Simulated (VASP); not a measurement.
Crystal: Ba.

```
Ba
1.0
     3.91772    0.00000    0.00000
     0.00000    3.91772    0.00000
     0.00000    0.00000    3.91772
Ba
1
Direct
  0.00000 0.00000 0.00000
```

```yaml
Program: VASP 6.6.1
Task: relaxation of cell and atoms
Functional: BLYP
Dispersion: D3(BJ)
Potentials_or_basis: VASP PAW PBE potentials, release 64 (Ba_sv)
Cutoff: 600 eV
k_mesh: 7 × 7 × 7
Occupations: fermi-dirac, width 0.05 eV
Spin: no spin polarisation
```

At the start: pressure -0.4 GPa; volume 60.13 Å³/atom.

Task: How do energy, volume and symmetry change on relaxing?

Result: Over 5 steps the energy falls by 4.2 meV/atom and the volume is 57.05 Å³/atom (-5.1 %); space group Pm-3m (No. 221, to 0.05 Å).

Step by step:
```
step  energy change (eV)  largest force (eV/Å)  pressure (GPa)  volume (Å³)
   1              0.0000                0.0000           -0.43        60.13
   2             -0.0029                0.0000           -0.22        58.75
   3             -0.0040                0.0000           -0.09        57.77
   4             -0.0036                0.0000            0.16        55.84
   5             -0.0042                0.0000           -0.01        57.05
```

Final structure:
```
Ba
1.0
     3.84963    0.00000    0.00000
     0.00000    3.84963    0.00000
     0.00000    0.00000    3.84963
Ba
1
Direct
  0.00000 0.00000 0.00000
```

Caveat: the PAW data sets were made with another functional, which shifts forces and pressure a little.
